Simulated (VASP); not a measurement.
# BaZrO3 (Pm-3m) in VASP: further runs

Runs on BaZrO3. Level: PBE. Tasks: density of states.

Everything below comes from runs of VASP 6.6.1. Logs are shortened: lines on timing, memory, paths and dates and some standing lists are left out, and cuts for length are marked.

## (1) The cell of the first run

Symmetry: Pm-3m, No. 221, cubic system. The conventional cell has a = 4.227 Å, b = 4.227 Å, c = 4.227 Å, α = 90.00°, β = 90.00°, γ = 90.00°. Ba (site symmetry m-3m) has 12 O at 2.99 Å and 8 Zr at 3.66 Å within 3.9 Å. Zr (site symmetry m-3m) has 6 O at 2.11 Å within 2.8 Å. O (site symmetry 4/mmm) has 2 Zr at 2.11 Å within 2.8 Å.

## (2) Density of states, PBE

Contents of POSCAR:

```
BaZrO3
1.0
    4.2274555588      0.0000000000      0.0000000000
    0.0000000000      4.2274555588      0.0000000000
    0.0000000000      0.0000000000      4.2274555588
Ba Zr O
1 1 3
Direct
    0.5000000000      0.5000000000      0.5000000000
    0.0000000000      0.0000000000      0.0000000000
    0.5000000000      0.0000000000      0.0000000000
    0.0000000000      0.5000000000      0.0000000000
    0.0000000000      0.0000000000      0.5000000000
```

Contents of INCAR.step1:

```
SYSTEM = BaZrO3
PREC     = Accurate       ! precision mode
ENCUT    = 520            ! plane-wave cutoff, eV
EDIFF    = 1E-6           ! SCF threshold, eV
ISMEAR   = 0              ! smearing method
SIGMA    = 0.02           ! smearing width, eV
LREAL    = .FALSE.        ! projectors in reciprocal space
LASPH    = .TRUE.         ! aspherical terms in the spheres
NELM     = 80             ! most SCF steps
ALGO     = Normal         ! electronic algorithm
ISIF     = 2              ! what is computed and relaxed
LWAVE    = .FALSE.        ! write WAVECAR
LCHARG   = .TRUE.         ! write CHGCAR
LMAXMIX  = 4              ! l up to which the mixer works
GGA      = PE             ! functional
NBANDS   = 28             ! bands
```

Contents of KPOINTS.step1:

```
regular mesh
0
G
  6 6 6
  0 0 0
```

Contents of INCAR.step2:

```
SYSTEM = BaZrO3
PREC     = Accurate       ! precision mode
ENCUT    = 520            ! plane-wave cutoff, eV
EDIFF    = 1E-6           ! SCF threshold, eV
ISMEAR   = -5             ! smearing method
SIGMA    = 0.02           ! smearing width, eV
LREAL    = .FALSE.        ! projectors in reciprocal space
LASPH    = .TRUE.         ! aspherical terms in the spheres
NELM     = 80             ! most SCF steps
ALGO     = Normal         ! electronic algorithm
ISIF     = 2              ! what is computed and relaxed
LWAVE    = .FALSE.        ! write WAVECAR
LCHARG   = .FALSE.        ! write CHGCAR
LMAXMIX  = 4              ! l up to which the mixer works
GGA      = PE             ! functional
LORBIT   = 11             ! projections on sites
NEDOS    = 1001           ! points of the DOS
ICHARG   = 11             ! starting density
```

Contents of KPOINTS.step2:

```
regular mesh
0
G
  9 9 9
  0 0 0
```

Potentials or basis: VASP PAW PBE potentials, release 64 (Ba_sv, Zr_sv, O).

Run with:

```sh
cat potpaw_PBE.64/Ba_sv/POTCAR potpaw_PBE.64/Zr_sv/POTCAR potpaw_PBE.64/O/POTCAR > POTCAR
cp INCAR.step1 INCAR
cp KPOINTS.step1 KPOINTS
mpirun -np 1 vasp_std > vasp.out
cp INCAR.step2 INCAR
cp KPOINTS.step2 KPOINTS
mpirun -np 1 vasp_std > vasp.out
```

OUTCAR:

```text
SYSTEM = BaZrO3
   PREC = Accurate
   ENCUT = 520
   EDIFF = 1E-6
   ISMEAR = -5
   LREAL = .FALSE.
   LASPH = .TRUE.
   NELM = 80
   ISIF = 2
   GGA = PE
   LORBIT = 11
   ICHARG = 11

 ion  position               nearest neighbor table
   1  0.500  0.500  0.500-   3 2.99   4 2.99   5 2.99   3 2.99   4 2.99   3 2.99   5 2.99   3 2.99
                             4 2.99   5 2.99   4 2.99   5 2.99   2 3.66   2 3.66   2 3.66   2 3.66
   2  0.000  0.000  0.000-   3 2.11   4 2.11   5 2.11   5 2.11   4 2.11   3 2.11   1 3.66   1 3.66
                             1 3.66   1 3.66   1 3.66   1 3.66   1 3.66   1 3.66
   3  0.500  0.000  0.000-   2 2.11   2 2.11   1 2.99   1 2.99   1 2.99   1 2.99
   4  0.000  0.500  0.000-   2 2.11   2 2.11   1 2.99   1 2.99   1 2.99   1 2.99
   5  0.000  0.000  0.500-   2 2.11   2 2.11   1 2.99   1 2.99   1 2.99   1 2.99

  LATTYP: Found a simple cubic cell.
 ALAT       =     4.2274555588

  Lattice vectors:

 A1 = (   4.2274555588,   0.0000000000,   0.0000000000)
 A2 = (   0.0000000000,   4.2274555588,   0.0000000000)
 A3 = (   0.0000000000,   0.0000000000,   4.2274555588)

Analysis of symmetry for initial positions (statically):
=====================================================================
 Subroutine PRICEL returns:
 Original cell was already a primitive cell.

 Routine SETGRP: Setting up the symmetry group for a
 simple cubic supercell.

 Subroutine GETGRP returns: Found 48 space group operations
 (whereof 48 operations were pure point group operations)
 out of a pool of 48 trial point group operations.

The static configuration has the point symmetry O_h .

Analysis of symmetry for dynamics (positions and initial velocities):
=====================================================================
 Subroutine PRICEL returns:
 Original cell was already a primitive cell.

 Routine SETGRP: Setting up the symmetry group for a
 simple cubic supercell.

 Subroutine GETGRP returns: Found 48 space group operations
 (whereof 48 operations were pure point group operations)
 out of a pool of 48 trial point group operations.

The dynamic configuration has the point symmetry O_h .

 Subroutine INISYM returns: Found 48 space group operations
 (whereof 48 operations are pure point group operations),
 and found     1 'primitive' translations

----------------------------------------------------------------------------------------

                                     Primitive cell

  volume of cell :      75.5505

  direct lattice vectors                    reciprocal lattice vectors
     4.227455559  0.000000000  0.000000000     0.236548909  0.000000000  0.000000000
     0.000000000  4.227455559  0.000000000     0.000000000  0.236548909  0.000000000
     0.000000000  0.000000000  4.227455559     0.000000000  0.000000000  0.236548909

  length of vectors
     4.227455559  4.227455559  4.227455559     0.236548909  0.236548909  0.236548909

  position of ions in fractional coordinates (direct lattice)
     0.500000000  0.500000000  0.500000000
     0.000000000  0.000000000  0.000000000
     0.500000000  0.000000000  0.000000000
     0.000000000  0.500000000  0.000000000
     0.000000000  0.000000000  0.500000000

  ion indices of the primitive-cell ions
   primitive index   ion index
                 1           1
                 2           2
                 3           3
                 4           4
                 5           5

----------------------------------------------------------------------------------------

 KPOINTS: regular mesh

Automatic generation of k-mesh.
 Grid dimensions read from file:
 generate k-points for:    9    9    9

 Generating k-lattice:

  Cartesian coordinates                     Fractional coordinates (reciprocal lattice)
     0.026283212  0.000000000  0.000000000     0.111111111  0.000000000  0.000000000
     0.000000000  0.026283212  0.000000000     0.000000000  0.111111111  0.000000000
     0.000000000  0.000000000  0.026283212     0.000000000  0.000000000  0.111111111

  Length of vectors
     0.026283212  0.026283212  0.026283212

  Shift w.r.t. Gamma in fractional coordinates (k-lattice)
     0.000000000  0.000000000  0.000000000

 TETIRR: Found    353 inequivalent tetrahedra from     4374

 Subroutine IBZKPT returns following result:
 ===========================================

 Found     35 irreducible k-points:

 Following reciprocal coordinates:
            Coordinates               Weight
  0.000000  0.000000  0.000000      1.000000
  0.111111  0.000000  0.000000      6.000000
  0.222222  0.000000  0.000000      6.000000
  0.333333  0.000000  0.000000      6.000000
  0.444444  0.000000  0.000000      6.000000
  0.111111  0.111111  0.000000     12.000000
[... 16 lines left out ...]
  0.333333  0.333333  0.111111     24.000000
  0.444444  0.333333  0.111111     48.000000
 [... further k-points ...]
   k-points           NKPTS =     35   k-points in BZ     NKDIM =     35   number of bands    NBANDS=     24
   number of dos      NEDOS =   1001   number of ions     NIONS =      5
   total plane-waves  NPLWV =  32768
   dimension x,y,z NGX =    32 NGY =   32 NGZ =   32
   dimension x,y,z NGXF=    64 NGYF=   64 NGZF=   64
   ions per type =               1   1   3
   NGX,Y,Z   is equivalent  to a cutoff of  12.58, 12.58, 12.58 a.u.
   NGXF,Y,Z  is equivalent  to a cutoff of  25.17, 25.17, 25.17 a.u.
 SYSTEM =  BaZrO3
   PREC   = accura    normal or accurate (medium, high low for compatibility)
   ISTART =      0    job   : 0-new  1-cont  2-samecut
   ICHARG =     11    charge: 1-file 2-atom 10-const
   ISPIN  =      1    spin polarized calculation?
   LNONCOLLINEAR =      F non collinear calculations
   LSORBIT =      F    spin-orbit coupling
   LASPH  =      T    aspherical Exc in radial PAW
   ENCUT  =  520.0 eV  38.22 Ry    6.18 a.u.   7.86  7.86  7.86*2*pi/ulx,y,z
   NELM   =     80;   NELMIN=  2; NELMDL=  0     # of ELM steps
   EDIFF  = 0.1E-05   stopping-criterion for ELM
   LREAL  =      F    real-space projection
   EDIFFG = 0.1E-04   stopping-criterion for IOM
   NSW    =      0    number of steps for IOM
   IBRION =     -1    ionic relax: 0-MD 1-quasi-New 2-CG
   NFREE  =      0    steps in history (QN), initial steepest desc. (CG)
   ISIF   =      2    stress and relaxation
   ISYM   =      2    0-nonsym 1-usesym 2-fastsym
   POTIM  = 0.5000    time-step for ionic-motion
   TEBEG  =    0.0;   TEEND  =   0.0 temperature during run
   PSTRESS=    0.0 pullay stress
   NELECT =      40.0000    total number of electrons
   NUPDOWN=      -1.0000    fix difference up-down
   EMIN   =  10.00;   EMAX   =-10.00  energy-range for DOS
   EFERMI =   0.00;   METHOD = LEGACY
   ISMEAR =    -5;   SIGMA  =   0.02  broadening in eV -4-tet -1-fermi 0-gaus
   EFERMI_NEDOS =   21; number of points for ismear=-14 and -15
   IALGO  =     38    algorithm
   IMIX   =      4    mixing-type and parameters
     AMIX     =   0.40;   BMIX     =  1.00
     AMIX_MAG =   1.60;   BMIX_MAG =  1.00
  volume/ion in A,a.u.               =      15.11       101.97
  Fermi-wavevector in a.u.,A,eV,Ry     =   1.324390  2.502734 23.864727  1.754008
  Thomas-Fermi vector in A             =   2.453928
   LORBIT       =     11    0 simple, 1 ext, 2 COOP (PROOUT), +10 PAW based schemes
   GGA     = PE    functional components
   LHFCALC =     F    Hartree Fock is set to
   AEXX    =    0.0000 exact exchange contribution
   IVDW    =     0    specifies the selected vdW correction
   LEPSILON=     F    determine dielectric tensor
   LRPA    =     F    only Hartree local field effects (RPA)
 non-spin polarized calculation
 Fermi weights with tetrahedron method with Bloechl corrections
  energy-cutoff  :      520.00
  volume of cell :       75.55
 maximum number of plane-waves:      2046
 NGX is ok and might be reduce to    32

 number of electron      39.9999986 magnetization

 Free energy of the ion-electron system (eV)
  ---------------------------------------------------
  ext. energy  EPLUGINS =         0.00000000
  ---------------------------------------------------
  free energy    TOTEN  =       -41.72385996 eV

  energy without entropy =      -41.72385996  energy(sigma->0) =      -41.72385996

 E-fermi :   3.6199     XC(G=0): -10.6417

 val. band max:        3.5753756599   @ k =   0.4444   0.4444   0.4444
 cond. band min:       6.7394921455   @ k =   0.0000   0.0000   0.0000
 fundamental gap:      3.1641164857
 Fermi energy:         3.6199499431

 k-point     1 :       0.0000    0.0000    0.0000
  band No.  band energies     occupation
      1     -43.5725      2.00000
      2     -21.7883      2.00000
      3     -21.6994      2.00000
      4     -21.6994      2.00000
      5     -21.6994      2.00000
      6     -12.7193      2.00000
[... 16 lines left out ...]
     23       6.7395      0.00000
     24       8.2282      0.00000

 k-point     2 :       0.1111    0.0000    0.0000
  band No.  band energies     occupation
      1     -43.5722      2.00000
      2     -21.8317      2.00000
      3     -21.6987      2.00000
      4     -21.6987      2.00000
      5     -21.6762      2.00000
      6     -12.7102      2.00000
[... 16 lines left out ...]
     23       7.0163      0.00000
     24       8.4249      0.00000

 k-point     3 :       0.2222    0.0000    0.0000
  band No.  band energies     occupation
      1     -43.5713      2.00000
      2     -21.9142      2.00000
      3     -21.6970      2.00000
      4     -21.6970      2.00000
      5     -21.6437      2.00000
      6     -12.7426      2.00000
[... 16 lines left out ...]
     23       7.6954      0.00000
     24       8.9170      0.00000
[... 514 lines left out ...]
 k-point    23 :       0.3333    0.3333    0.1111
  band No.  band energies     occupation
      1     -43.5679      2.00000
      2     -21.9290      2.00000
      3     -21.8608      2.00000
      4     -21.7205      2.00000
      5     -21.6469      2.00000
      6     -12.5072      2.00000
[... 16 lines left out ...]
     23       9.1139      0.00000
     24      10.6032      0.00000

 k-point    24 :       0.4444    0.3333    0.1111
  band No.  band energies     occupation
      1     -43.5673      2.00000
      2     -21.9473      2.00000
      3     -21.8623      2.00000
      4     -21.7168      2.00000
      5     -21.6677      2.00000
      6     -12.4893      2.00000
[... 16 lines left out ...]
     23       9.5344      0.00000
     24      10.3759      0.00000

 [... further k-points ...]

------------------------ aborting loop because EDIFF is reached ----------------------------------------

  FORCE on cell =-STRESS in cart. coord.  units (eV):
  Direction    XX          YY          ZZ          XY          YZ          ZX
  --------------------------------------------------------------------------------------
  -------------------------------------------------------------------------------------
  Total        0.4287017      0.4287017      0.4287017      0.0000000      0.0000000     -0.0000000
  in kB        9.0913560      9.0913560      9.0913560      0.0000000      0.0000000     -0.0000000
  external PRESSURE =       9.0913560 kB  Pullay stress =       0.0000000 kB

 VOLUME and BASIS-vectors are now :
 -----------------------------------------------------------------------------
  energy-cutoff  :      520.00
  volume of cell :       75.55
      direct lattice vectors                 reciprocal lattice vectors
     4.227455559  0.000000000  0.000000000     0.236548909  0.000000000  0.000000000
     0.000000000  4.227455559  0.000000000     0.000000000  0.236548909  0.000000000
     0.000000000  0.000000000  4.227455559     0.000000000  0.000000000  0.236548909

 POSITION                                       TOTAL-FORCE (eV/Angst)
 -----------------------------------------------------------------------------------
      2.11373      2.11373      2.11373         0.000000      0.000000      0.000000
      0.00000      0.00000      0.00000         0.000000      0.000000      0.000000
      2.11373      0.00000      0.00000         0.000000      0.000000      0.000000
      0.00000      2.11373      0.00000         0.000000      0.000000      0.000000
      0.00000      0.00000      2.11373         0.000000      0.000000      0.000000
 -----------------------------------------------------------------------------------
    total drift:                                0.000000      0.000000     -0.000000

  FREE ENERGIE OF THE ION-ELECTRON SYSTEM (eV)
  ---------------------------------------------------
  free  energy   TOTEN  =       -41.7238599613 eV

  energy  without entropy=      -41.7238599613  energy(sigma->0) =      -41.72385996

 total charge

# of ion       s       p       d       tot
------------------------------------------
    1        2.000   5.632   0.257   7.889
    2        2.193   6.077   1.397   9.668
    3        1.560   3.474   0.000   5.035
    4        1.560   3.474   0.000   5.035
    5        1.560   3.474   0.000   5.035
--------------------------------------------------
tot          8.875  22.131   1.655  32.661
```

It took 66 s on 1 thread of Intel Xeon 6975P-C, shared host; peak memory 0.21 GiB.

What came out:

- Valence electrons inside the program's atomic spheres: Ba 7.89; Zr 9.67; O 5.04

Levels at points of the mesh, in eV from the valence-band top:
| k point | band 18 | band 19 | band 20 | band 21 | band 22 | band 23 |
| --- | --- | --- | --- | --- | --- | --- |
| (0.00, 0.00, 0.00) | -0.22 | -0.22 | -0.22 | 3.16 | 3.16 | 3.16 |

Caveat: spin-orbit coupling is left out, which moves the levels of the heavy elements.

## (3) Density of states, PBE

POSCAR, as its differences from that of step 2:

```diff
@@ -2,5 +2,5 @@
 1.0
-    4.2274555588      0.0000000000      0.0000000000
-    0.0000000000      4.2274555588      0.0000000000
-    0.0000000000      0.0000000000      4.2274555588
+    4.2274555943      0.0000000000      0.0000000000
+    0.0000000000      4.2274555943      0.0000000000
+    0.0000000000      0.0000000000      4.2274555943
 Ba Zr O
```

INCAR.step1 is that of step 2.

KPOINTS.step1 is that of step 2.

INCAR.step2 is that of step 2.

KPOINTS.step2 is that of step 2.

Potentials or basis: VASP PAW PBE potentials, release 64 (Ba_sv, Zr_sv, O).

Run with:

```sh
cat potpaw_PBE.64/Ba_sv/POTCAR potpaw_PBE.64/Zr_sv/POTCAR potpaw_PBE.64/O/POTCAR > POTCAR
cp INCAR.step1 INCAR
cp KPOINTS.step1 KPOINTS
mpirun -np 1 vasp_std > vasp.out
cp INCAR.step2 INCAR
cp KPOINTS.step2 KPOINTS
mpirun -np 1 vasp_std > vasp.out
```

Run time: 80 s. Hardware: 1 thread of AMD EPYC 7R13 (Zen 3), shared host; peak memory 0.18 GiB.

Results (log left out):

| Item | Value |
| --- | --- |
| Valence electrons inside the program's atomic spheres | Ba 7.89; Zr 9.67; O 5.04 |

Levels at points of the mesh, in eV from the valence-band top:
| k point | band 17 | band 18 | band 19 | band 20 | band 21 | band 22 | band 23 | band 24 |
| --- | --- | --- | --- | --- | --- | --- | --- | --- |
| (0.00, 0.00, 0.00) | -0.92 | -0.22 | -0.22 | -0.22 | 3.16 | 3.16 | 3.16 | 4.65 |

Caveat: spin-orbit coupling is left out, which moves the levels of the heavy elements.
